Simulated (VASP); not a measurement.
The system is Al2Cu.

```xyz
3
Lattice="4.1052 0.0000 0.0000 0.0000 4.1052 0.0000 0.0000 0.0000 2.8913" Properties=species:S:1:pos:R:3 pbc="T T T"
Cu    0.0000    0.0000    0.0000
Al    0.0000    2.0526    1.4457
Al    2.0526    0.0000    1.4457
```

| Item | Value |
| --- | --- |
| Program | VASP 6.6.1 |
| Task | relaxation of cell and atoms |
| Functional | revPBE |
| Potentials or basis | VASP PAW PBE potentials, release 64 (Cu, Al) |
| Cutoff | 600 eV |
| k mesh | 7 × 7 × 9 |
| Occupations | fermi-dirac, width 0.05 eV |
| Spin | no spin polarisation |

At the start: pressure 2.3 GPa; volume 16.24 Å³/atom.

Task: Where does the relaxation end?

Result: Over 7 steps the energy falls by 3.2 meV/atom and the volume is 16.67 Å³/atom (+2.6 %); space group P4/mmm (No. 123, to 0.05 Å).

The path:
| step | energy change (eV) | largest force (eV/Å) | pressure (GPa) | volume (Å³) |
| --- | --- | --- | --- | --- |
| 1 | 0.0000 | 0.0000 | 2.30 | 48.73 |
| 2 | -0.0085 | 0.0000 | -1.08 | 50.39 |
| 3 | -0.0093 | 0.0000 | 0.05 | 49.97 |
| 4 | -0.0093 | 0.0000 | -0.03 | 50.00 |
| 5 | -0.0093 | 0.0000 | -0.07 | 50.03 |
| 6 | -0.0095 | 0.0000 | -0.05 | 50.02 |
| 7 | -0.0096 | 0.0000 | -0.03 | 50.01 |

Final structure:
```
Cu Al
1.0
     4.15276    0.00000    0.00000
     0.00000    4.15276    0.00000
     0.00000    0.00000    2.89990
Cu Al
1 2
Direct
  0.00000 0.00000 0.00000
  0.00000 0.50000 0.50000
  0.50000 0.00000 0.50000
```

Caveat: the PAW data sets were made with another functional, which shifts forces and pressure a little.
